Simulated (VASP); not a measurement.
A run of VASP 6.6.1 is set up as follows.

Contents of INCAR:

```
PREC = Accurate
ENCUT = 520
EDIFF = 1E-6
ISMEAR = -1
SIGMA = 0.03
LREAL = F
LASPH = T
NELM = 100
ALGO = Normal
ISIF = 2
LWAVE = F
LCHARG = F
GGA = PE
NBANDS = 11
```

The input KPOINTS:

```
Automatic mesh
0
Gamma
  18 18 18
```

Contents of POSCAR:

```
Pt
1.0
    0.0000000000      1.9579000000      1.9579000000
    1.9579000000      0.0000000000      1.9579000000
    1.9579000000      1.9579000000      0.0000000000
Pt
1
Direct
    0.0000000000      0.0000000000      0.0000000000
```

Potentials or basis: VASP PAW PBE potentials, release 64 (Pt).

Command:

```sh
$ cat potpaw_PBE.64/Pt/POTCAR > POTCAR
$ mpirun -np 1 vasp_std > vasp.out
```

Task: What does it give for the band gap on the k mesh?

Result: Zero (band 5 reaches 11.86 eV, above the bottom of band 6 at 9.60 eV).

Task: What does it give for the pressure?

Result: 10.9 GPa.

Caveat: spin-orbit coupling is left out, which moves the levels of the heavy elements.
